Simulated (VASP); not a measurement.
Set up this calculation in VASP 6.6.1, as the native input.

* Task: single point
* Functional: PBE
* Potentials or basis: VASP PAW PBE potentials, release 64 (Pb_d)
* Cutoff: 520 eV
* k mesh: 9 × 9 × 9
* Occupations: gaussian, width 0.028 eV
* Spin: no spin polarisation
* Dipole correction: no
* Further INCAR settings: ALGO = Fast; EDIFF = 1e-07; NBANDS = 13

The structure of Pb lies in POSCAR:

```
Pb
1.0
    0.0000000000      2.4750200000      2.4750200000
    2.4750200000      0.0000000000      2.4750200000
    2.4750200000      2.4750200000      0.0000000000
Pb
1
Direct
    0.0000000000      0.0000000000      0.0000000000
```

The input as run:

INCAR

```
  PREC = Accurate
  ENCUT = 520
  EDIFF = 1E-7
  ISMEAR = 0
  SIGMA = 0.028000000000000004
  LREAL = False
  LASPH = True
  NELM = 100
  ALGO = Fast
  ISIF = 2
  LWAVE = False
  LCHARG = False
  GGA = PE
  NBANDS = 13
```

KPOINTS

```
Automatic mesh
0
Gamma
  9 9 9
```

Potentials or basis: VASP PAW PBE potentials, release 64 (Pb_d).

The run is started by

```sh
$ cat potpaw_PBE.64/Pb_d/POTCAR > POTCAR
$ mpirun -np 1 vasp_std > vasp.out
```

It gave:

- Pressure: 2.2 GPa
- Band gap on the k mesh: zero (band 7 reaches 14.70 eV, above the bottom of band 8 at 5.74 eV)

Caveat: spin-orbit coupling is left out, which moves the levels of the heavy elements.

It took 29 s on 1 thread of Intel(R) Xeon(R) Platinum 8375C CPU @ 2.90GHz (Ice Lake) (shared host), peak memory 0.15 GiB.
